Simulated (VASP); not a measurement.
Set up this calculation in VASP 6.6.1, as the native input.

```
Task                   : single point
Functional             : PBE
Potentials or basis    : VASP PAW PBE potentials, release 64 (Bi_d, Au)
Cutoff                 : 520 eV
k mesh                 : 10 × 10 × 10
Occupations            : fermi-dirac, width 0.15 eV
Spin                   : no spin polarisation
Dipole correction      : no
Further INCAR settings : ALGO = Normal; EDIFF = 1e-07; NBANDS = 32
```

The structure of BiAu3 lies in POSCAR:

```
BiAu3
1.0
    0.0000000000      3.4831740230      3.4831740230
    3.4831740230      0.0000000000      3.4831740230
    3.4831740230      3.4831740230      0.0000000000
Bi Au
1 3
Direct
    0.0000000000      0.0000000000      0.0000000000
    0.7500000000      0.7500000000      0.7500000000
    0.5000000000      0.5000000000      0.5000000000
    0.2500000000      0.2500000000      0.2500000000
```

One way to write it, as run:

INCAR

```
SYSTEM = BiAu3
  PREC = Accurate
  ENCUT = 520
  EDIFF = 1E-7
  ISMEAR = -1
  SIGMA = 0.15
  LREAL = .False.
  LASPH = .True.
  NELM = 100
  ALGO = Normal
  ISIF = 2
  LWAVE = .False.
  LCHARG = .True.
  GGA = PE
  LELF = .True.
  LVHAR = .True.
  NBANDS = 32
```

KPOINTS

```
Automatic mesh
0
Gamma
  10 10 10
  0 0 0
```

Potentials or basis: VASP PAW PBE potentials, release 64 (Bi_d, Au).

Run with:

```console
$ cat potpaw_PBE.64/Bi_d/POTCAR potpaw_PBE.64/Au/POTCAR > POTCAR
$ mpirun -np 1 vasp_std > vasp.out
```

It gave:

- Pressure: -0.1 GPa
- Band gap on the k mesh: zero (band 24 reaches 9.73 eV, above the bottom of band 25 at 7.73 eV)

Caveat: spin-orbit coupling is left out, which moves the levels of the heavy elements.

Run time: 61 s on 1 thread of Intel(R) Xeon(R) 6975P-C (Granite Rapids), on a shared host, peak memory 0.3 GiB.
